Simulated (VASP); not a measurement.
# Pt (P6_3/mmc) in VASP: a series of runs

The runs below take Pt through single point, with r2SCAN.

Program: VASP 6.6.1. These are calculated values, not measurements. Logs are shortened: lines on timing, memory, paths and dates and some standing lists are left out, and cuts for length are marked.

## 1. The cell of the first run

The structure is hexagonal, space group P6_3/mmc (No. 194). The conventional cell has a = 2.761 Å, b = 2.761 Å, c = 4.792 Å, α = 90.00°, β = 90.00°, γ = 120.00°. Within 3.6 Å of Pt (site symmetry -6m2) lie 12 Pt at 2.76 to 2.88 Å.

This isn't the form of Pt at room conditions, which is fcc.

## 2. Single point, r2SCAN

File POSCAR:

```
Pt
1.0
    2.7606660000      0.0000000000      0.0000000000
   -1.3803330000      2.3908070000      0.0000000000
    0.0000000000      0.0000000000      4.7921340000
Pt
2
Direct
    0.6666666667      0.3333333333      0.7500000000
    0.3333333333      0.6666666667      0.2500000000
```

File INCAR.step1:

```
ALGO = Normal
EDIFF = 1E-4
ENCUT = 520
GGA = PE
ISMEAR = 1
LASPH = T
LCHARG = F
LREAL = F
LWAVE = T
NBANDS = 17
NELM = 80
PREC = Accurate
SIGMA = 0.25
```

File INCAR.step2:

```
ALGO = Normal
EDIFF = 1E-6
ENCUT = 520
ISIF = 2
ISMEAR = 1
ISTART = 1
LASPH = T
LCHARG = T
LELF = T
LMIXTAU = T
LREAL = F
LVHAR = T
LWAVE = F
METAGGA = R2SCAN
NBANDS = 17
NELM = 80
PREC = Accurate
SIGMA = 0.25
```

File KPOINTS:

```
k-points
0
Gamma
  14 14 7
```

Potentials or basis: VASP PAW PBE potentials, release 64 (Pt).

On the command line:

```
$ cat potpaw_PBE.64/Pt/POTCAR > POTCAR
$ cp INCAR.step1 INCAR
$ mpirun -np 1 vasp_std > vasp.out
$ cp INCAR.step2 INCAR
$ mpirun -np 1 vasp_std > vasp.out
```

OUTCAR:

```text
EDIFF = 1E-6
   ENCUT = 520
   ISIF = 2
   ISMEAR = 1
   ISTART = 1
   LASPH = T
   LREAL = F
   METAGGA = R2SCAN
   NELM = 80
   PREC = Accurate

 ion  position               nearest neighbor table
   1  0.667  0.333  0.750-   2 2.88   2 2.88   2 2.88   2 2.88   2 2.88   2 2.88
   2  0.333  0.667  0.250-   1 2.88   1 2.88   1 2.88   1 2.88   1 2.88   1 2.88

  LATTYP: Found a hexagonal cell.
 ALAT       =     2.7606660000
 C/A-ratio  =     1.7358615638

  Lattice vectors:

 A1 = (   2.7606660000,   0.0000000000,   0.0000000000)
 A2 = (  -1.3803330000,   2.3908070000,   0.0000000000)
 A3 = (   0.0000000000,   0.0000000000,   4.7921340000)

Analysis of symmetry for initial positions (statically):
=====================================================================
 Subroutine PRICEL returns:
 Original cell was already a primitive cell.

 Routine SETGRP: Setting up the symmetry group for a
 hexagonal supercell.

 Subroutine GETGRP returns: Found 24 space group operations
 (whereof 12 operations were pure point group operations)
 out of a pool of 24 trial point group operations.

The static configuration has the point symmetry D_3d.
 The point group associated with its full space group is D_6h.

Analysis of symmetry for dynamics (positions and initial velocities):
=====================================================================
 Subroutine PRICEL returns:
 Original cell was already a primitive cell.

 Routine SETGRP: Setting up the symmetry group for a
 hexagonal supercell.

 Subroutine GETGRP returns: Found 24 space group operations
 (whereof 12 operations were pure point group operations)
 out of a pool of 24 trial point group operations.

The dynamic configuration has the point symmetry D_3d.
 The point group associated with its full space group is D_6h.

 Subroutine INISYM returns: Found 24 space group operations
 (whereof 12 operations are pure point group operations),
 and found     1 'primitive' translations

----------------------------------------------------------------------------------------

                                     Primitive cell

  volume of cell :      31.6291

  direct lattice vectors                    reciprocal lattice vectors
     2.760666000  0.000000000  0.000000000     0.362231433  0.209134405  0.000000000
    -1.380333000  2.390807000  0.000000000     0.000000000  0.418268810  0.000000000
     0.000000000  0.000000000  4.792134000     0.000000000  0.000000000  0.208675300

  length of vectors
     2.760666000  2.760666098  4.792134000     0.418268825  0.418268810  0.208675300

  position of ions in fractional coordinates (direct lattice)
     0.666666667  0.333333333  0.750000000
     0.333333333  0.666666667  0.250000000

  ion indices of the primitive-cell ions
   primitive index   ion index
                 1           1
                 2           2

----------------------------------------------------------------------------------------

 KPOINTS: k-points

Automatic generation of k-mesh.
 Grid dimensions read from file:
 generate k-points for:   14   14    7

 Generating k-lattice:

  Cartesian coordinates                     Fractional coordinates (reciprocal lattice)
     0.025873674  0.014938172  0.000000000     0.071428571  0.000000000  0.000000000
     0.000000000  0.029876344  0.000000000     0.000000000  0.071428571  0.000000000
     0.000000000  0.000000000  0.029810757     0.000000000  0.000000000  0.142857143

  Length of vectors
     0.029876345  0.029876344  0.029810757

  Shift w.r.t. Gamma in fractional coordinates (k-lattice)
     0.000000000  0.000000000  0.000000000

 Subroutine IBZKPT returns following result:
 ===========================================

 Found     96 irreducible k-points:

 Following reciprocal coordinates:
            Coordinates               Weight
  0.000000  0.000000  0.000000      1.000000
  0.071429  0.000000  0.000000      6.000000
  0.142857  0.000000  0.000000      6.000000
  0.214286  0.000000  0.000000      6.000000
  0.285714 -0.000000  0.000000      6.000000
  0.357143  0.000000  0.000000      6.000000
[... 16 lines left out ...]
  0.285714  0.285714  0.000000      6.000000
  0.357143  0.285714  0.000000      6.000000
 [... further k-points ...]
   k-points           NKPTS =     96   k-points in BZ     NKDIM =     96   number of bands    NBANDS=     17
   number of dos      NEDOS =    301   number of ions     NIONS =      2
   total plane-waves  NPLWV =  20736
   dimension x,y,z NGX =    24 NGY =   24 NGZ =   36
   dimension x,y,z NGXF=    48 NGYF=   48 NGZF=   72
   ions per type =               2
   NGX,Y,Z   is equivalent  to a cutoff of  14.45, 14.45, 12.49 a.u.
   NGXF,Y,Z  is equivalent  to a cutoff of  28.91, 28.91, 24.98 a.u.
 SYSTEM =  unknown system
   PREC   = accura    normal or accurate (medium, high low for compatibility)
   ISTART =      1    job   : 0-new  1-cont  2-samecut
   ICHARG =      0    charge: 1-file 2-atom 10-const
   ISPIN  =      1    spin polarized calculation?
   LNONCOLLINEAR =      F non collinear calculations
   LSORBIT =      F    spin-orbit coupling
   LASPH  =      T    aspherical Exc in radial PAW
   ENCUT  =  520.0 eV  38.22 Ry    6.18 a.u.   5.13  5.13  8.91*2*pi/ulx,y,z
   NELM   =     80;   NELMIN=  2; NELMDL=  0     # of ELM steps
   EDIFF  = 0.1E-05   stopping-criterion for ELM
   LREAL  =      F    real-space projection
   EDIFFG = 0.1E-04   stopping-criterion for IOM
   NSW    =      0    number of steps for IOM
   IBRION =     -1    ionic relax: 0-MD 1-quasi-New 2-CG
   NFREE  =      0    steps in history (QN), initial steepest desc. (CG)
   ISIF   =      2    stress and relaxation
   ISYM   =      2    0-nonsym 1-usesym 2-fastsym
   POTIM  = 0.5000    time-step for ionic-motion
   TEBEG  =    0.0;   TEEND  =   0.0 temperature during run
   PSTRESS=    0.0 pullay stress
   NELECT =      20.0000    total number of electrons
   NUPDOWN=      -1.0000    fix difference up-down
   EMIN   =  10.00;   EMAX   =-10.00  energy-range for DOS
   EFERMI =   0.00;   METHOD = LEGACY
   ISMEAR =     1;   SIGMA  =   0.25  broadening in eV -4-tet -1-fermi 0-gaus
   EFERMI_NEDOS =   21; number of points for ismear=-14 and -15
   IALGO  =     38    algorithm
   IMIX   =      4    mixing-type and parameters
     AMIX     =   0.40;   BMIX     =  1.00
     AMIX_MAG =   1.60;   BMIX_MAG =  1.00
  volume/ion in A,a.u.               =      15.81       106.72
  Fermi-wavevector in a.u.,A,eV,Ry     =   1.405149  2.655347 26.863938  1.974444
  Thomas-Fermi vector in A             =   2.527639
   LORBIT       =      0    0 simple, 1 ext, 2 COOP (PROOUT), +10 PAW based schemes
   METAGGA = R2SCAN    functional components
   LHFCALC =     F    Hartree Fock is set to
   AEXX    =    0.0000 exact exchange contribution
   IVDW    =     0    specifies the selected vdW correction
   LEPSILON=     F    determine dielectric tensor
   LRPA    =     F    only Hartree local field effects (RPA)
 non-spin polarized calculation
 Methfessel and Paxton  Order N= 1 SIGMA  =   0.25
  energy-cutoff  :      520.00
  volume of cell :       31.63
 maximum number of plane-waves:       863
 NGX is ok and might be reduce to    24
   NGX = 11   NGY = 11   NGZ = 17

 number of electron      20.0000004 magnetization

 Free energy of the ion-electron system (eV)
  ---------------------------------------------------
  ext. energy  EPLUGINS =         0.00000000
  ---------------------------------------------------
  free energy    TOTEN  =      -102.86817601 eV

  energy without entropy =     -102.86451455  energy(sigma->0) =     -102.86695552

 E-fermi :  10.0782     XC(G=0): -14.2903

 val. band max:       10.0733766512   @ k =   0.2143   0.1429   0.2857
 cond. band min:      10.0947500638   @ k =   0.4286   0.0714   0.2857
 fundamental gap:      0.0213734126
 Fermi energy:        10.0782433682

 k-point     1 :       0.0000    0.0000    0.0000
  band No.  band energies     occupation
      1       0.1733      2.00000
      2       2.8323      2.00000
      3       6.0568      2.00000
      4       6.5705      2.00000
      5       6.5705      2.00000
      6       6.9412      2.00000
[... 9 lines left out ...]
     16      28.3296      0.00000
     17      32.1557      0.00000

 k-point     2 :       0.0714    0.0000    0.0000
  band No.  band energies     occupation
      1       0.3663      2.00000
      2       3.0095      2.00000
      3       6.0329      2.00000
      4       6.5693      2.00000
      5       6.7172      2.00000
      6       6.8497      2.00000
[... 9 lines left out ...]
     16      28.5490      0.00000
     17      31.0612      0.00000

 k-point     3 :       0.1429    0.0000    0.0000
  band No.  band energies     occupation
      1       0.9202      2.00000
      2       3.4836      2.00000
      3       5.8683      2.00000
      4       6.5133      2.00000
      5       6.8551      2.00000
      6       7.0541      2.00000
[... 9 lines left out ...]
     16      28.5308      0.00000
     17      29.5227      0.00000

 k-point     4 :       0.2143    0.0000    0.0000
  band No.  band energies     occupation
      1       1.7458      2.00000
      2       3.9932      2.00000
      3       5.7698      2.00000
      4       6.0926      2.00000
      5       6.2392      2.00000
      6       7.3576      2.00000
[... 9 lines left out ...]
     16      27.7773      0.00000
     17      29.3243      0.00000
[... 343 lines left out ...]
      1       4.5091      2.00000
      2       4.6161      2.00000
      3       4.6779      2.00000
      4       6.2788      2.00000
      5       6.3265      2.00000
      6       6.6001      2.00000
[... 9 lines left out ...]
     16      22.6984      0.00000
     17      24.9995      0.00000

 k-point    23 :       0.2857    0.2857    0.0000
  band No.  band energies     occupation
      1       4.5785      2.00000
      2       4.8910      2.00000
      3       5.2390      2.00000
      4       5.6890      2.00000
      5       6.2037      2.00000
      6       6.6171      2.00000
[... 9 lines left out ...]
     16      23.7955      0.00000
     17      24.9471      0.00000

 k-point    24 :       0.3571    0.2857    0.0000
  band No.  band energies     occupation
      1       4.5637      2.00000
      2       5.1072      2.00000
      3       5.1498      2.00000
      4       5.8831      2.00000
      5       6.2852      2.00000
      6       6.4044      2.00000
[... 9 lines left out ...]
     16      22.5464      0.00000
     17      24.0979      0.00000

 [... further k-points ...]

------------------------ aborting loop because EDIFF is reached ----------------------------------------

  FORCE on cell =-STRESS in cart. coord.  units (eV):
  Direction    XX          YY          ZZ          XY          YZ          ZX
  --------------------------------------------------------------------------------------
  -------------------------------------------------------------------------------------
  Total       -1.2687250     -1.2687251     -1.0715968      0.0000000     -0.0000000      0.0000000
  in kB      -64.2674006    -64.2674067    -54.2818501      0.0000000     -0.0000000      0.0000000
  external PRESSURE =     -60.9388858 kB  Pullay stress =       0.0000000 kB

 VOLUME and BASIS-vectors are now :
 -----------------------------------------------------------------------------
  energy-cutoff  :      520.00
  volume of cell :       31.63
      direct lattice vectors                 reciprocal lattice vectors
     2.760666000  0.000000000  0.000000000     0.362231433  0.209134405  0.000000000
    -1.380333000  2.390807000  0.000000000     0.000000000  0.418268810  0.000000000
     0.000000000  0.000000000  4.792134000     0.000000000  0.000000000  0.208675300

 POSITION                                       TOTAL-FORCE (eV/Angst)
 -----------------------------------------------------------------------------------
      1.38033      0.79694      3.59410        -0.000000     -0.000000      0.000000
     -0.00000      1.59387      1.19803         0.000000      0.000000      0.000000
 -----------------------------------------------------------------------------------
    total drift:                               -0.000000      0.000000     -0.000000

  FREE ENERGIE OF THE ION-ELECTRON SYSTEM (eV)
  ---------------------------------------------------
  free  energy   TOTEN  =      -102.8681760091 eV

  energy  without entropy=     -102.8645145480  energy(sigma->0) =     -102.86695552
```

Run time: 3.8 min. Hardware: 1 thread of Intel Xeon 8259CL, shared host; peak memory 0.19 GiB.

What came out:

```
Free energy            : -102.8682 eV
Pressure               : -6.1 GPa
Band gap on the k mesh : zero (bands 10 and 11 overlap by 1.31 eV)
```

Caveat: the cell stands under tension; so wide a smearing shifts energies and pressures; the PAW data sets were made with another functional, which shifts forces and pressure a little; spin-orbit coupling is left out, which moves the levels of the heavy elements.

[end of part 1 of 2]

The gap in the log of VASP goes by the Fermi energy; the results here count the filled bands.